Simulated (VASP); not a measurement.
Runs of VASP 6.6.1 on Au. The structure is that of space group Fm-3m (No. 225), or close to it. The cells are those of the table. 

| task | cell | k mesh | cutoff (eV) | gap on the mesh (eV) | pressure (GPa) | relaxed volume (Å³/atom) |
| --- | --- | --- | --- | --- | --- | --- |
| single point | a = 4.208 Å, angles 60.0°, 3 atoms | 6 × 6 × 6 | 520 | none | (a) | - |
| single point | a = 4.500 Å, angles 60.0°, 3 atoms | 12 × 12 × 12 | 520 | none | -0.2 | - |
| single point | a = 4.504 Å, angles 60.0°, 3 atoms | 6 × 6 × 6 | 520 | none | -0.2 | - |
| relaxation of cell and atoms | relaxed from a = 4.504 Å, angles 60.0°, 3 atoms | 12 × 12 × 12 | 600 | none | 0.0 | 21.46 |
| relaxation of cell and atoms | relaxed from a = 4.208 Å, angles 60.0°, 3 atoms | 6 × 6 × 6 | 600 | none | 0.0 | 21.49 |

Alike in all rows: level PBE; potentials or basis VASP PAW PBE potentials, release 64 (Au); no spin polarisation; smearing gaussian 0.1 eV.

Q: Estimate the missing entries.

A: (a) 35.7.

Caveats: spin-orbit coupling is left out, which moves the levels of the heavy elements; the volume moved by over 15 % at a fixed basis, so the end points are rough (some runs).

A k mesh can miss the band edges, and the runs leave out spin-orbit coupling on Au.

A gap of «none» marks levels without a gap at the run's occupations.
